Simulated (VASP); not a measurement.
# Zr (P6_3/mmc) in VASP: further runs

Runs on Zr. Level: PBE. Tasks: single point.

Program: VASP 6.6.1. These are calculated values, not measurements. Logs are shortened: lines on timing, memory, paths and dates and some standing lists are left out, and cuts for length are marked.

### Step 1. The cell of the first run

Symmetry: P6_3/mmc, No. 194, hexagonal system. The conventional cell has a = 3.195 Å, b = 3.195 Å, c = 5.102 Å, α = 90.00°, β = 90.00°, γ = 120.00°. Within 4.1 Å of Zr (site symmetry -6m2) lie 12 Zr at 3.15 to 3.20 Å.

### Step 2. Single point, PBE (volume scaled by 0.96)

The input, INCAR:

```
SYSTEM = Zr
PREC = Accurate ; ENCUT = 520
EDIFF = 1E-7 ; ISMEAR = -1
SIGMA = 0.05 ; LREAL = .False.
LASPH = .True. ; NELM = 100
ALGO = Normal ; ISIF = 2
LWAVE = .False. ; LCHARG = .False.
GGA = PE ; NBANDS = 19
```

The input, KPOINTS:

```
Automatic mesh
0
Gamma
  12 12 7
  0 0 0
```

The input, POSCAR:

```
Zr
1.0
    3.1954526490      0.0000000000      0.0000000000
   -1.5977263245      2.7673431706      0.0000000000
    0.0000000000      0.0000000000      5.1023165660
Zr
2
Direct
    0.3333333333      0.6666666667      0.2500000000
    0.6666666667      0.3333333333      0.7500000000
```

Potentials or basis: VASP PAW PBE potentials, release 64 (Zr_sv).

Launch:

```
cat potpaw_PBE.64/Zr_sv/POTCAR > POTCAR
mpirun -np 1 vasp_std > vasp.out
```

OUTCAR:

```text
SYSTEM = Zr
   PREC = Accurate
   ENCUT = 520
   EDIFF = 1E-7
   ISMEAR = -1
   LREAL = .False.
   LASPH = .True.
   NELM = 100
   ISIF = 2
   GGA = PE

 ion  position               nearest neighbor table
   1  0.333  0.667  0.250-   2 3.15   2 3.15   2 3.15   2 3.15   2 3.15   2 3.15
   2  0.667  0.333  0.750-   1 3.15   1 3.15   1 3.15   1 3.15   1 3.15   1 3.15

  LATTYP: Found a hexagonal cell.
 ALAT       =     3.1954526490
 C/A-ratio  =     1.5967429740

  Lattice vectors:

 A1 = (   3.1954526490,   0.0000000000,   0.0000000000)
 A2 = (  -1.5977263245,   2.7673431706,   0.0000000000)
 A3 = (   0.0000000000,   0.0000000000,   5.1023165660)

Analysis of symmetry for initial positions (statically):
=====================================================================
 Subroutine PRICEL returns:
 Original cell was already a primitive cell.

 Routine SETGRP: Setting up the symmetry group for a
 hexagonal supercell.

 Subroutine GETGRP returns: Found 24 space group operations
 (whereof 12 operations were pure point group operations)
 out of a pool of 24 trial point group operations.

The static configuration has the point symmetry D_3d.
 The point group associated with its full space group is D_6h.

Analysis of symmetry for dynamics (positions and initial velocities):
=====================================================================
 Subroutine PRICEL returns:
 Original cell was already a primitive cell.

 Routine SETGRP: Setting up the symmetry group for a
 hexagonal supercell.

 Subroutine GETGRP returns: Found 24 space group operations
 (whereof 12 operations were pure point group operations)
 out of a pool of 24 trial point group operations.

The dynamic configuration has the point symmetry D_3d.
 The point group associated with its full space group is D_6h.

 Subroutine INISYM returns: Found 24 space group operations
 (whereof 12 operations are pure point group operations),
 and found     1 'primitive' translations

----------------------------------------------------------------------------------------

                                     Primitive cell

  volume of cell :      45.1193

  direct lattice vectors                    reciprocal lattice vectors
     3.195452649  0.000000000  0.000000000     0.312944709  0.180678712  0.000000000
    -1.597726324  2.767343171  0.000000000     0.000000000  0.361357424  0.000000000
     0.000000000  0.000000000  5.102316566     0.000000000  0.000000000  0.195989407

  length of vectors
     3.195452649  3.195452649  5.102316566     0.361357424  0.361357424  0.195989407

  position of ions in fractional coordinates (direct lattice)
     0.333333333  0.666666667  0.250000000
     0.666666667  0.333333333  0.750000000

  ion indices of the primitive-cell ions
   primitive index   ion index
                 1           1
                 2           2

----------------------------------------------------------------------------------------

 KPOINTS: Automatic mesh

Automatic generation of k-mesh.
 Grid dimensions read from file:
 generate k-points for:   12   12    7

 Generating k-lattice:

  Cartesian coordinates                     Fractional coordinates (reciprocal lattice)
     0.026078726  0.015056559  0.000000000     0.083333333  0.000000000  0.000000000
     0.000000000  0.030113119  0.000000000     0.000000000  0.083333333  0.000000000
     0.000000000  0.000000000  0.027998487     0.000000000  0.000000000  0.142857143

  Length of vectors
     0.030113119  0.030113119  0.027998487

  Shift w.r.t. Gamma in fractional coordinates (k-lattice)
     0.000000000  0.000000000  0.000000000

 Subroutine IBZKPT returns following result:
 ===========================================

 Found     76 irreducible k-points:

 Following reciprocal coordinates:
            Coordinates               Weight
  0.000000  0.000000  0.000000      1.000000
  0.083333  0.000000  0.000000      6.000000
  0.166667  0.000000  0.000000      6.000000
  0.250000  0.000000  0.000000      6.000000
  0.333333  0.000000  0.000000      6.000000
  0.416667  0.000000  0.000000      6.000000
[... 16 lines left out ...]
  0.250000  0.000000  0.142857     12.000000
  0.333333  0.000000  0.142857     12.000000
 [... further k-points ...]
   k-points           NKPTS =     76   k-points in BZ     NKDIM =     76   number of bands    NBANDS=     19
   number of dos      NEDOS =    301   number of ions     NIONS =      2
   total plane-waves  NPLWV =  23040
   dimension x,y,z NGX =    24 NGY =   24 NGZ =   40
   dimension x,y,z NGXF=    48 NGYF=   48 NGZF=   80
   ions per type =               2
   NGX,Y,Z   is equivalent  to a cutoff of  12.49, 12.49, 13.03 a.u.
   NGXF,Y,Z  is equivalent  to a cutoff of  24.97, 24.97, 26.07 a.u.
 SYSTEM =  Zr
   PREC   = accura    normal or accurate (medium, high low for compatibility)
   ISTART =      0    job   : 0-new  1-cont  2-samecut
   ICHARG =      2    charge: 1-file 2-atom 10-const
[... 39 lines left out ...]

 number of electron      24.0000000 magnetization

 Free energy of the ion-electron system (eV)
  ---------------------------------------------------
  ext. energy  EPLUGINS =         0.00000000
  ---------------------------------------------------
  free energy    TOTEN  =       -17.02709857 eV

  energy without entropy =      -17.00835001  energy(sigma->0) =      -17.01772429

 E-fermi :   9.3531     XC(G=0): -11.2259

 val. band max:        9.3517077184   @ k =   0.1667   0.1667   0.4286
 cond. band min:       9.3551126395   @ k =   0.0833   0.0000   0.4286
 fundamental gap:      0.0034049212
 Fermi energy:         9.3530804782

 k-point     1 :       0.0000    0.0000    0.0000
  band No.  band energies     occupation
      1     -39.4288      2.00000
      2     -39.2545      2.00000
      3     -18.0067      2.00000
      4     -17.0486      2.00000
      5     -17.0486      2.00000
      6     -16.8997      2.00000
[... 11 lines left out ...]
     18      11.5632      0.00000
     19      13.9349      0.00000

 k-point     2 :       0.0833    0.0000    0.0000
  band No.  band energies     occupation
      1     -39.4198      2.00000
      2     -39.2507      2.00000
      3     -17.9833      2.00000
      4     -17.1010      2.00000
      5     -17.0657      2.00000
      6     -16.9497      2.00000
[... 11 lines left out ...]
     18      11.3869      0.00000
     19      14.0663      0.00000

 k-point     3 :       0.1667    0.0000    0.0000
  band No.  band energies     occupation
      1     -39.3947      2.00000
      2     -39.2408      2.00000
      3     -17.9163      2.00000
      4     -17.2442      2.00000
      5     -17.1107      2.00000
      6     -17.0940      2.00000
[... 11 lines left out ...]
     18      11.6270      0.00000
     19      14.3348      0.00000

 k-point     4 :       0.2500    0.0000    0.0000
  band No.  band energies     occupation
      1     -39.3587      2.00000
      2     -39.2285      2.00000
      3     -17.8149      2.00000
      4     -17.4390      2.00000
      5     -17.2822      2.00000
      6     -17.1693      2.00000
[... 11 lines left out ...]
     18      12.4227      0.00000
     19      14.5775      0.00000

 k-point     5 :       0.3333    0.0000    0.0000
  band No.  band energies     occupation
      1     -39.3197      2.00000
      2     -39.2191      2.00000
      3     -17.6950      2.00000
      4     -17.6322      2.00000
      5     -17.4614      2.00000
      6     -17.2253      2.00000
[... 11 lines left out ...]
     18      13.3908      0.00000
     19      14.7368      0.00000
[... 334 lines left out ...]
      2     -39.2593      2.00000
      3     -17.9350      2.00000
      4     -17.0921      2.00000
      5     -17.0577      2.00000
      6     -17.0009      2.00000
[... 11 lines left out ...]
     18      11.7175      0.00000
     19      14.0924      0.00000

 k-point    22 :       0.1667    0.0000    0.1429
  band No.  band energies     occupation
      1     -39.3872      2.00000
      2     -39.2485      2.00000
      3     -17.8778      2.00000
      4     -17.2310      2.00000
      5     -17.1358      2.00000
      6     -17.1015      2.00000
[... 11 lines left out ...]
     18      11.7262      0.00000
     19      14.3033      0.00000

 k-point    23 :       0.2500    0.0000    0.1429
  band No.  band energies     occupation
      1     -39.3524      2.00000
      2     -39.2351      2.00000
      3     -17.7998      2.00000
      4     -17.4133      2.00000
      5     -17.3169      2.00000
      6     -17.1587      2.00000
[... 11 lines left out ...]
     18      12.3412      0.00000
     19      14.4855      0.00000

 k-point    24 :       0.3333    0.0000    0.1429
  band No.  band energies     occupation
      1     -39.3148      2.00000
      2     -39.2241      2.00000
      3     -17.7576      2.00000
      4     -17.5557      2.00000
      5     -17.4771      2.00000
      6     -17.2136      2.00000
[... 11 lines left out ...]
     18      13.2367      0.00000
     19      14.6123      0.00000

 [... further k-points ...]

------------------------ aborting loop because EDIFF is reached ----------------------------------------

  FORCE on cell =-STRESS in cart. coord.  units (eV):
  Direction    XX          YY          ZZ          XY          YZ          ZX
  --------------------------------------------------------------------------------------
  -------------------------------------------------------------------------------------
  Total        0.9724802      0.9724802      1.1437207      0.0000000      0.0000000      0.0000000
  in kB       34.5325404     34.5325404     40.6132511      0.0000000      0.0000000      0.0000000
  external PRESSURE =      36.5594440 kB  Pullay stress =       0.0000000 kB

 VOLUME and BASIS-vectors are now :
 -----------------------------------------------------------------------------
  energy-cutoff  :      520.00
  volume of cell :       45.12
      direct lattice vectors                 reciprocal lattice vectors
     3.195452649  0.000000000  0.000000000     0.312944709  0.180678712  0.000000000
    -1.597726324  2.767343171  0.000000000     0.000000000  0.361357424  0.000000000
     0.000000000  0.000000000  5.102316566     0.000000000  0.000000000  0.195989407

 POSITION                                       TOTAL-FORCE (eV/Angst)
 -----------------------------------------------------------------------------------
     -0.00000      1.84490      1.27558        -0.000000     -0.000000      0.000000
      1.59773      0.92245      3.82674         0.000000      0.000000      0.000000
 -----------------------------------------------------------------------------------
    total drift:                               -0.000000      0.000000     -0.000000

  FREE ENERGIE OF THE ION-ELECTRON SYSTEM (eV)
  ---------------------------------------------------
  free  energy   TOTEN  =       -17.0270985686 eV

  energy  without entropy=      -17.0083500134  energy(sigma->0) =      -17.01772429
```

It took 31 s on 1 thread of Intel Xeon 6975P-C, shared host; peak memory 0.19 GiB.

Results:

- Free energy: -17.0271 eV
- Pressure: 3.7 GPa
- Band gap on the k mesh: zero (band 12 reaches 10.22 eV, above the bottom of band 13 at 9.10 eV)

Levels at points of the mesh, in eV from the Fermi level:
| k point | band 9 | band 10 | band 11 | band 12 | band 13 | band 14 | band 15 | band 16 |
| --- | --- | --- | --- | --- | --- | --- | --- | --- |
| (0.00, 0.00, 0.00) | -5.71 | -3.12 | 0.87 | 0.87 | 1.00 | 1.27 | 1.58 | 1.58 |
| (0.50, 0.00, 0.00) | -2.68 | -2.56 | -2.24 | -0.14 | 0.54 | 0.80 | 1.50 | 5.09 |

Caveat: the cell differs from its parent crystal (volume scaled by 0.96).

### Step 3. Single point, PBE (volume scaled by 0.98)

The input, INCAR:

```
SYSTEM = Zr
ALGO = Normal
EDIFF = 1E-7
ENCUT = 520
GGA = PE
ISIF = 2
ISMEAR = -1
LASPH = .TRUE.
LCHARG = .FALSE.
LREAL = .FALSE.
LWAVE = .FALSE.
NBANDS = 19
NELM = 80
PREC = Accurate
SIGMA = 0.05
```

The input, KPOINTS:

```
k-points
0
G
  12 12 7
  0 0 0
```

The input, POSCAR:

```
Zr
1.0
    3.2174909499      0.0000000000      0.0000000000
   -1.6087454750      2.7864288991      0.0000000000
    0.0000000000      0.0000000000      5.1375060681
Zr
2
Direct
    0.3333333333      0.6666666667      0.2500000000
    0.6666666667      0.3333333333      0.7500000000
```

Potentials or basis: VASP PAW PBE potentials, release 64 (Zr_sv).

Launch:

```
cat potpaw_PBE.64/Zr_sv/POTCAR > POTCAR
mpirun -np 1 vasp_std > vasp.out
```

Run time: 27 s. Hardware: 1 thread of Intel Xeon 6975P-C, shared host; peak memory 0.19 GiB.

Results (log left out):

| Property | Result |
| --- | --- |
| Free energy | -17.0427 eV |
| Pressure | 1.6 GPa |
| Band gap on the k mesh | zero (band 12 reaches 9.98 eV, above the bottom of band 13 at 8.87 eV) |

Stress tensor (GPa, compression positive):
```
1.41 0.00 0.00
0.00 1.41 0.00
0.00 0.00 1.85
```

Levels at points of the mesh, in eV from the Fermi level:
```
           k point  band 9  band 10  band 11  band 12  band 13  band 14  band 15  band 16
(0.00, 0.00, 0.00)   -5.68    -3.07     0.86     0.86     0.99     1.19     1.56     1.56
(0.50, 0.00, 0.00)   -2.61    -2.53    -2.18    -0.19     0.55     0.78     1.47     4.96
```

Caveat: the cell differs from its parent crystal (volume scaled by 0.98).

### Step 4. Single point, PBE

This run uses another cell than the first one, of 23.50 Å³/atom, 1.042 times its volume.

The input, INCAR:

```
ALGO = Normal ; EDIFF = 1E-6
ENCUT = 520 ; GGA = PE
ISIF = 2 ; ISMEAR = -1
LASPH = T ; LCHARG = T
LELF = T ; LREAL = F
LVHAR = T ; LWAVE = F
NBANDS = 19 ; NELM = 100
PREC = Accurate ; SIGMA = 0.05
```

The input, KPOINTS:

```
k-points
0
Gamma
  12 12 7
```

The input, POSCAR:

```
Zr
1.0
    3.2392314131      0.0000000000      0.0000000000
   -1.6196157066      2.8052566925      0.0000000000
    0.0000000000      0.0000000000      5.1722200000
Zr
2
Direct
    0.3333333333      0.6666666667      0.2500000000
    0.6666666667      0.3333333333      0.7500000000
```

Launch:

```
cat potpaw_PBE.64/Zr_sv/POTCAR > POTCAR
mpirun -np 1 vasp_std > vasp.out
```

Wall time 28 s (1 thread of Intel Xeon 6975P-C, shared host); peak memory 0.19 GiB.

It converged, with:

| Property | Result |
| --- | --- |
| Free energy | -17.0465 eV |
| Pressure | -0.4 GPa |
| Band gap on the k mesh | zero (band 12 reaches 9.75 eV, above the bottom of band 13 at 8.65 eV) |

Stress tensor (GPa, compression positive):
```
-0.45  0.00  0.00
 0.00 -0.45  0.00
 0.00  0.00 -0.16
```

Levels at points of the mesh, in eV from the Fermi level:
```
           k point  band 8  band 9  band 10  band 11  band 12  band 13  band 14  band 15  band 16  band 17
(0.00, 0.00, 0.00)  -26.39   -5.64    -3.01     0.86     0.86     0.98     1.11     1.54     1.54     2.13
(0.50, 0.00, 0.00)  -26.49   -2.54    -2.50    -2.12    -0.23     0.55     0.76     1.43     4.85     5.23
```

### Step 5. Single point, PBE (volume scaled by 1.02)

The input, INCAR:

```
ALGO = Normal
EDIFF = 1E-6
ENCUT = 520
GGA = PE
ISIF = 2
ISMEAR = -1
LASPH = T
LCHARG = F
LREAL = F
LWAVE = F
NBANDS = 19
NELM = 100
PREC = Accurate
SIGMA = 0.05
```

KPOINTS is that of step 4.

The input, POSCAR:

```
Zr
1.0
    3.2606839019      0.0000000000      0.0000000000
   -1.6303419510      2.8238350928      0.0000000000
    0.0000000000      0.0000000000      5.2064741108
Zr
2
Direct
    0.3333333333      0.6666666667      0.2500000000
    0.6666666667      0.3333333333      0.7500000000
```

Launch:

```
cat potpaw_PBE.64/Zr_sv/POTCAR > POTCAR
mpirun -np 1 vasp_std > vasp.out
```

Wall time 33 s (1 thread of Intel Xeon 6975P-C, shared host); peak memory 0.19 GiB.

Results (log left out):

| Item | Value |
| --- | --- |
| Free energy | -17.0394 eV |
| Pressure | -2.1 GPa |
| Band gap on the k mesh | zero (band 12 reaches 9.53 eV, above the bottom of band 13 at 8.44 eV) |

Stress tensor (GPa, compression positive):
```
-2.17  0.00  0.00
 0.00 -2.17  0.00
 0.00  0.00 -2.02
```

Levels at points of the mesh, in eV from the Fermi level:
```csv
k point,band 8,band 9,band 10,band 11,band 12,band 13,band 14,band 15,band 16,band 17
"(0.00, 0.00, 0.00)",-26.45,-5.61,-2.96,0.86,0.86,0.97,1.04,1.52,1.52,2.09
"(0.50, 0.00, 0.00)",-26.55,-2.47,-2.47,-2.06,-0.27,0.55,0.73,1.40,4.73,5.10
```

Caveat: the cell differs from its parent crystal (volume scaled by 1.02).

### Step 6. Single point, PBE (volume scaled by 1.04)

The input, INCAR:

```
SYSTEM = Zr
PREC     = Accurate       ! precision mode
ENCUT    = 520            ! plane-wave cutoff, eV
EDIFF    = 1E-6           ! SCF threshold, eV
ISMEAR   = -1             ! smearing method
SIGMA    = 0.05           ! smearing width, eV
LREAL    = .False.        ! projectors in reciprocal space
LASPH    = .True.         ! aspherical terms in the spheres
NELM     = 60             ! most SCF steps
ALGO     = Normal         ! electronic algorithm
ISIF     = 2              ! what is computed and relaxed
LWAVE    = .False.        ! write WAVECAR
LCHARG   = .False.        ! write CHGCAR
GGA      = PE             ! functional
NBANDS   = 19             ! bands
```

The input, KPOINTS:

```
Automatic mesh
0
Gamma
  12 12 7
  0 0 0
```

The input, POSCAR:

```
Zr
1.0
    3.2818577673      0.0000000000      0.0000000000
   -1.6409288837      2.8421721981      0.0000000000
    0.0000000000      0.0000000000      5.2402833316
Zr
2
Direct
    0.3333333333      0.6666666667      0.2500000000
    0.6666666667      0.3333333333      0.7500000000
```

Potentials or basis: VASP PAW PBE potentials, release 64 (Zr_sv).

Launch:

```
cat potpaw_PBE.64/Zr_sv/POTCAR > POTCAR
mpirun -np 1 vasp_std > vasp.out
```

Wall time 34 s (1 thread of Intel Xeon 6975P-C, shared host); peak memory 0.19 GiB.

It converged, with:

* Free energy: -17.0224 eV
* Pressure: -3.8 GPa
* Band gap on the k mesh: zero (band 12 reaches 9.32 eV, above the bottom of band 13 at 8.24 eV)

Levels at points of the mesh, in eV from the Fermi level:
```csv
k point,band 8,band 9,band 10,band 11,band 12,band 13,band 14,band 15,band 16,band 17
"(0.00, 0.00, 0.00)",-26.51,-5.57,-2.91,0.85,0.85,0.96,0.98,1.49,1.49,2.06
"(0.50, 0.00, 0.00)",-26.61,-2.45,-2.40,-2.01,-0.30,0.55,0.71,1.36,4.62,4.98
```

Caveat: the cell differs from its parent crystal (volume scaled by 1.04).

### Step 7. Overview

| cell | gap on the mesh (eV) | pressure (GPa) |
| --- | --- | --- |
| a = 3.195, b = 3.195, c = 5.102 Å, angles 90.0, 90.0, 120.0°, 2 atoms | none | 3.7 |
| a = 3.217, b = 3.217, c = 5.138 Å, angles 90.0, 90.0, 120.0°, 2 atoms | none | 1.6 |
| a = 3.239, b = 3.239, c = 5.172 Å, angles 90.0, 90.0, 120.0°, 2 atoms | none | -0.4 |
| a = 3.261, b = 3.261, c = 5.206 Å, angles 90.0, 90.0, 120.0°, 2 atoms | none | -2.1 |
| a = 3.282, b = 3.282, c = 5.240 Å, angles 90.0, 90.0, 120.0°, 2 atoms | none | -3.8 |

Alike in all rows: task single point; level PBE; potentials or basis VASP PAW PBE potentials, release 64 (Zr_sv); no spin polarisation; k mesh 12 × 12 × 7; cutoff (eV) 520; smearing fermi-dirac 0.05 eV.

Total energies depend on the potentials used, so only differences within one code and one set of settings carry meaning.
